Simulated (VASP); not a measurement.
Here is a VASP 6.6.1 calculation.

The input INCAR:

```
SYSTEM = Al3W
PREC = Accurate
ENCUT = 520
EDIFF = 1E-6
ISMEAR = 0
SIGMA = 0.1
LREAL = .False.
LASPH = .True.
NELM = 60
ALGO = Normal
ISIF = 2
LWAVE = .False.
LCHARG = .False.
GGA = PE
NBANDS = 20
```

The input KPOINTS:

```
regular mesh
0
Gamma
  4 4 4
  0 0 0
```

The input POSCAR:

```
Al3W
1.0
    4.3000252500      0.0000000000      0.0000000000
    0.0000000000      4.3000252500      0.0000000000
    0.0000000000      0.0000000000      4.3000252500
Al W
3 1
Direct
    0.0000000000      0.0000000000      0.5000000000
    0.0000000000      0.5000000000      0.0000000000
    0.5000000000      0.0000000000      0.0000000000
    0.0000000000      0.0000000000      0.0000000000
```

Potentials or basis: VASP PAW PBE potentials, release 64 (Al, W_sv).

Run with:

```console
$ cat potpaw_PBE.64/Al/POTCAR potpaw_PBE.64/W_sv/POTCAR > POTCAR
$ mpirun -np 1 vasp_std > vasp.out
```

Problem. Predict the pressure.

Solution. 44.4 GPa.

Problem. Predict the band gap on the k mesh.

Solution. Zero (an odd number of electrons rules out a gap without spin polarisation).

Caveat: the k points lie up to 0.37 Å⁻¹ apart, too coarse for converged energies and pressures of a metal; spin-orbit coupling is left out, which moves the levels of the heavy elements.
